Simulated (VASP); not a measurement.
# K in VASP: a series of runs

Runs on K. Level: PBEsol. Tasks: single point.

Everything below comes from runs of VASP 6.6.1. Logs are shortened: lines on timing, memory, paths and dates and some standing lists are left out, and cuts for length are marked.

## Step 1: The cell of the first run

The structure is cubic, space group Im-3m (No. 229). Conventional cell: a = 4.974 Å, b = 4.974 Å, c = 4.974 Å, α = 90.00°, β = 90.00°, γ = 90.00°. K (site symmetry m-3m) has 14 K at 4.31 to 4.97 Å within 5.7 Å.

## Step 2: Single point, PBEsol (strain -0.050 along x and y, -0.050 along z)

File INCAR:

```
SYSTEM = K
PREC = Accurate ; ENCUT = 520
EDIFF = 1E-6 ; ISMEAR = 0
SIGMA = 0.15 ; LREAL = .False.
LASPH = .True. ; NELM = 100
ALGO = Fast ; ISIF = 2
LWAVE = .False. ; LCHARG = .False.
GGA = PS ; NBANDS = 10
```

File KPOINTS:

```
Automatic mesh
0
Gamma
  14 14 14
  0 0 0
```

File POSCAR:

```
K
1.0
   -2.4871000000      2.4871000000      2.4871000000
    2.4871000000     -2.4871000000      2.4871000000
    2.4871000000      2.4871000000     -2.4871000000
K
1
Direct
    0.0000000000      0.0000000000      0.0000000000
```

Potentials or basis: VASP PAW PBE potentials, release 64 (K_sv).

Started as:

```bash
$ cat potpaw_PBE.64/K_sv/POTCAR > POTCAR
$ mpirun -np 1 vasp_std > vasp.out
```

OUTCAR:

```text
SYSTEM = K
   PREC = Accurate
   ENCUT = 520
   EDIFF = 1E-6
   ISMEAR = 0
   LREAL = .False.
   LASPH = .True.
   NELM = 100
   ISIF = 2
   GGA = PS

 ion  position               nearest neighbor table
   1  0.000  0.000  0.000-

  LATTYP: Found a body centered cubic cell.
 ALAT       =     4.9742000000

  Lattice vectors:

 A1 = (  -2.4871000000,   2.4871000000,   2.4871000000)
 A2 = (   2.4871000000,  -2.4871000000,   2.4871000000)
 A3 = (   2.4871000000,   2.4871000000,  -2.4871000000)

Analysis of symmetry for initial positions (statically):
=====================================================================
 Subroutine PRICEL returns:
 Original cell was already a primitive cell.

 Routine SETGRP: Setting up the symmetry group for a
 body centered cubic supercell.

 Subroutine GETGRP returns: Found 48 space group operations
 (whereof 48 operations were pure point group operations)
 out of a pool of 48 trial point group operations.

The static configuration has the point symmetry O_h .

Analysis of symmetry for dynamics (positions and initial velocities):
=====================================================================
 Subroutine PRICEL returns:
 Original cell was already a primitive cell.

 Routine SETGRP: Setting up the symmetry group for a
 body centered cubic supercell.

 Subroutine GETGRP returns: Found 48 space group operations
 (whereof 48 operations were pure point group operations)
 out of a pool of 48 trial point group operations.

The dynamic configuration has the point symmetry O_h .

 Subroutine INISYM returns: Found 48 space group operations
 (whereof 48 operations are pure point group operations),
 and found     1 'primitive' translations

----------------------------------------------------------------------------------------

                                     Primitive cell

  volume of cell :      61.5375

  direct lattice vectors                    reciprocal lattice vectors
    -2.487100000  2.487100000  2.487100000     0.000000000  0.201037353  0.201037353
     2.487100000 -2.487100000  2.487100000     0.201037353  0.000000000  0.201037353
     2.487100000  2.487100000 -2.487100000     0.201037353  0.201037353  0.000000000

  length of vectors
     4.307783564  4.307783564  4.307783564     0.284309751  0.284309751  0.284309751

  position of ions in fractional coordinates (direct lattice)
[... 81 lines left out ...]
   IBRION =     -1    ionic relax: 0-MD 1-quasi-New 2-CG
   NFREE  =      0    steps in history (QN), initial steepest desc. (CG)
   ISIF   =      2    stress and relaxation
   ISYM   =      2    0-nonsym 1-usesym 2-fastsym
   POTIM  = 0.5000    time-step for ionic-motion
   TEBEG  =    0.0;   TEEND  =   0.0 temperature during run
   PSTRESS=    0.0 pullay stress
   NELECT =       9.0000    total number of electrons
   NUPDOWN=      -1.0000    fix difference up-down
   EMIN   =  10.00;   EMAX   =-10.00  energy-range for DOS
   EFERMI =   0.00;   METHOD = LEGACY
   ISMEAR =     0;   SIGMA  =   0.15  broadening in eV -4-tet -1-fermi 0-gaus
   EFERMI_NEDOS =   21; number of points for ismear=-14 and -15
   IALGO  =     68    algorithm
   IMIX   =      4    mixing-type and parameters
     AMIX     =   0.40;   BMIX     =  1.00
     AMIX_MAG =   1.60;   BMIX_MAG =  1.00
  volume/ion in A,a.u.               =      61.54       415.28
  Fermi-wavevector in a.u.,A,eV,Ry     =   0.862533  1.629951 10.122235  0.743963
  Thomas-Fermi vector in A             =   1.980349
   LORBIT       =      0    0 simple, 1 ext, 2 COOP (PROOUT), +10 PAW based schemes
   GGA     = PS    functional components
   LHFCALC =     F    Hartree Fock is set to
   AEXX    =    0.0000 exact exchange contribution
   IVDW    =     0    specifies the selected vdW correction
   LEPSILON=     F    determine dielectric tensor
   LRPA    =     F    only Hartree local field effects (RPA)
 non-spin polarized calculation
 RMM-DIIS sequential band-by-band and
 Gauss-broadening in eV      SIGMA  =   0.15
  energy-cutoff  :      520.00
  volume of cell :       61.54
 maximum number of plane-waves:      1686
   NGX = 15   NGY = 15   NGZ = 15

 number of electron       9.0000001 magnetization

 Free energy of the ion-electron system (eV)
  ---------------------------------------------------
  ext. energy  EPLUGINS =         0.00000000
  ---------------------------------------------------
  free energy    TOTEN  =        -1.11948280 eV

  energy without entropy =       -1.11125218  energy(sigma->0) =       -1.11536749

 E-fermi :   0.2505     XC(G=0):  -6.1614

 val. band max:        0.2328553824   @ k =   0.2857   0.2143  -0.0000
 cond. band min:       0.2721713248   @ k =   0.3571   0.0714   0.0714
 fundamental gap:      0.0393159424
 Fermi energy:         0.2505127190

 k-point     1 :       0.0000    0.0000    0.0000
  band No.  band energies     occupation
      1     -31.6468      2.00000
      2     -15.1381      2.00000
      3     -15.1381      2.00000
      4     -15.1381      2.00000
      5      -2.1721      2.00000
      6       4.7072      0.00000
      7       4.7072      0.00000
      8       4.7072      0.00000
      9       5.7504      0.00000
     10       5.7504      0.00000
[... 287 lines left out ...]
 k-point    24 :       0.3571    0.2857    0.0000
  band No.  band energies     occupation
      1     -31.6359      2.00000
      2     -15.2350      2.00000
      3     -15.2153      2.00000
      4     -15.1536      2.00000
      5       1.3858      0.00000
      6       1.4522      0.00000
      7       2.1815      0.00000
      8       5.3895      0.00000
      9       5.9247      0.00000
     10       6.0497      0.00000

 [... further k-points ...]

------------------------ aborting loop because EDIFF is reached ----------------------------------------

  FORCE on cell =-STRESS in cart. coord.  units (eV):
  Direction    XX          YY          ZZ          XY          YZ          ZX
  --------------------------------------------------------------------------------------
  -------------------------------------------------------------------------------------
  Total        0.2615902      0.2615902      0.2615902      0.0000000      0.0000000     -0.0000000
  in kB        6.8107101      6.8107101      6.8107101      0.0000000      0.0000000     -0.0000000
  external PRESSURE =       6.8107101 kB  Pullay stress =       0.0000000 kB

 VOLUME and BASIS-vectors are now :
 -----------------------------------------------------------------------------
  energy-cutoff  :      520.00
  volume of cell :       61.54
      direct lattice vectors                 reciprocal lattice vectors
    -2.487100000  2.487100000  2.487100000     0.000000000  0.201037353  0.201037353
     2.487100000 -2.487100000  2.487100000     0.201037353  0.000000000  0.201037353
     2.487100000  2.487100000 -2.487100000     0.201037353  0.201037353  0.000000000

 POSITION                                       TOTAL-FORCE (eV/Angst)
 -----------------------------------------------------------------------------------
      0.00000      0.00000      0.00000         0.000000      0.000000     -0.000000
 -----------------------------------------------------------------------------------
    total drift:                                0.000000      0.000000     -0.000000

  FREE ENERGIE OF THE ION-ELECTRON SYSTEM (eV)
  ---------------------------------------------------
  free  energy   TOTEN  =        -1.1194828032 eV

  energy  without entropy=       -1.1112521779  energy(sigma->0) =       -1.11536749
```

OSZICAR:

```text
N       E                     dE             d eps       ncg     rms          rms(c)
DAV:   1     0.471910982724E+02    0.47191E+02   -0.36976E+03  2080   0.706E+02
DAV:   2     0.470592999874E+00   -0.46721E+02   -0.45478E+02  2246   0.198E+02
DAV:   3    -0.107356371409E+01   -0.15442E+01   -0.15379E+01  3172   0.283E+01
DAV:   4    -0.112231432027E+01   -0.48751E-01   -0.48732E-01  2842   0.429E+00
DAV:   5    -0.112318182649E+01   -0.86751E-03   -0.86736E-03  3132   0.411E-01    0.245E+00
RMM:   6    -0.112013453913E+01    0.30473E-02   -0.33999E-03  2760   0.440E-01    0.163E+00
RMM:   7    -0.111946412394E+01    0.67042E-03   -0.75544E-03  2839   0.555E-01    0.107E-01
RMM:   8    -0.111944452442E+01    0.19600E-04   -0.13143E-03  3017   0.363E-01    0.378E-02
RMM:   9    -0.111947653460E+01   -0.32010E-04   -0.16869E-04  3352   0.746E-02    0.198E-02
RMM:  10    -0.111948094710E+01   -0.44125E-05   -0.46687E-05  3469   0.402E-02    0.851E-03
RMM:  11    -0.111948247680E+01   -0.15297E-05   -0.82812E-06  3295   0.195E-02    0.186E-03
RMM:  12    -0.111948280321E+01   -0.32641E-06   -0.40235E-06  2867   0.111E-02
   1 F= -.11194828E+01 E0= -.11153675E+01  d E =-.823063E-02
```

stdout:

```text
POSCAR found type information on POSCAR K
 POSCAR found :  1 types and       1 ions
 scaLAPACK will be used
 -----------------------------------------------------------------------------
|                                                                             |
|                                                                             |
|     You enforced a specific xc type in the INCAR file but a different       |
|     I HOPE YOU KNOW WHAT YOU ARE DOING!                                     |
|                                                                             |
 -----------------------------------------------------------------------------

 LDA part: xc-table for (Slater+PW92), standard interpolation
 POSCAR, INCAR and KPOINTS ok, starting setup
 FFT: planning ... GRIDC
 FFT: planning ... GRID_SOFT
 FFT: planning ... GRID
 WAVECAR not read
 entering main loop
```

Run time: 59 s. Hardware: 1 thread of Intel Xeon 8259CL, shared host; peak memory 0.21 GiB.

What came out:

```
Free energy            : -1.1195 eV
Pressure               : 0.7 GPa
Band gap on the k mesh : zero (an odd number of electrons rules out a gap without spin polarisation)
```

Caveat: the cell differs from its parent crystal (strain -0.050 along x and y, -0.050 along z); the PAW data sets were made with another functional, which shifts forces and pressure a little.

## Step 3: Single point, PBEsol (strain -0.025 along x and y, -0.025 along z)

File INCAR:

```
ALGO = Fast
EDIFF = 1E-6
ENCUT = 520
GGA = PS
ISIF = 2
ISMEAR = 0
LASPH = T
LCHARG = F
LREAL = F
LWAVE = F
NBANDS = 10
NELM = 80
PREC = Accurate
SIGMA = 0.15
```

File KPOINTS:

```
k-points
0
Gamma
  14 14 14
```

File POSCAR:

```
K
1.0
   -2.5525500000      2.5525500000      2.5525500000
    2.5525500000     -2.5525500000      2.5525500000
    2.5525500000      2.5525500000     -2.5525500000
K
1
Direct
    0.0000000000      0.0000000000      0.0000000000
```

Potentials or basis: VASP PAW PBE potentials, release 64 (K_sv).

Started as:

```bash
$ cat potpaw_PBE.64/K_sv/POTCAR > POTCAR
$ mpirun -np 1 vasp_std > vasp.out
```

Run time: 98 s. Hardware: 1 thread of Intel Xeon 8259CL, shared host; peak memory 0.24 GiB.

Results (log left out):

```
Free energy            : -1.1341 eV
Pressure               : 0.3 GPa
Band gap on the k mesh : zero (an odd number of electrons rules out a gap without spin polarisation)
```

Levels at points of the mesh, in eV from the Fermi level:
```
           k point  band 2  band 3  band 4  band 5  band 6  band 7
(0.00, 0.00, 0.00)  -15.43  -15.43  -15.43   -2.30    4.39    4.39
(0.50, 0.00, 0.00)  -15.53  -15.47  -15.43    0.44    0.74    3.19
(0.50, 0.50, 0.50)  -15.50  -15.50  -15.50    1.62    1.62    3.75
```

Caveat: the cell differs from its parent crystal (strain -0.025 along x and y, -0.025 along z); the PAW data sets were made with another functional, which shifts forces and pressure a little.

(Continued in part 2 of 2.)

The gap in the log of VASP goes by the Fermi energy; the results here count the filled bands.